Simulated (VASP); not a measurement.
Set up this calculation in VASP 6.6.1, as the native input.

```yaml
Task: single point
Functional: PBE
Potentials_or_basis: VASP PAW PBE potentials, release 64 (Sn_d)
Cutoff: 520 eV
k_mesh: 6 × 6 × 6
Occupations: fermi-dirac, width 0.05 eV
Spin: no spin polarisation
Dipole_correction: no
Further_INCAR_settings: ALGO = Normal; EDIFF = 1e-06; NBANDS = 21
```

The structure of Sn lies in POSCAR:

```
Sn
1.0
    0.0000000000      3.3279905276      3.3279905276
    3.3279905276      0.0000000000      3.3279905276
    3.3279905276      3.3279905276      0.0000000000
Sn
2
Direct
    0.0000000000      0.0000000000      0.0000000000
    0.2500000000      0.2500000000      0.2500000000
```

The input as run:

INCAR

```
PREC = Accurate
ENCUT = 520
EDIFF = 1E-6
ISMEAR = -1
SIGMA = 0.05
LREAL = False
LASPH = True
NELM = 80
ALGO = Normal
ISIF = 2
LWAVE = False
LCHARG = False
GGA = PE
NBANDS = 21
```

KPOINTS

```
Automatic mesh
0
Gamma
  6 6 6
```

Potentials or basis: VASP PAW PBE potentials, release 64 (Sn_d).

The run is started by

```bash
$ cat potpaw_PBE.64/Sn_d/POTCAR > POTCAR
$ mpirun -np 1 vasp_std > vasp.out
```

Results of the run:

| Quantity | Value |
| --- | --- |
| Pressure | 0.0 GPa |
| Band gap on the k mesh | zero (band 14 reaches 4.96 eV, above the bottom of band 15 at 4.73 eV) |

Caveat: spin-orbit coupling is left out, which moves the levels of the heavy elements.

Wall time 12 s on 1 thread of Intel(R) Xeon(R) Platinum 8488C (Sapphire Rapids), on a shared host, peak memory 0.2 GiB.
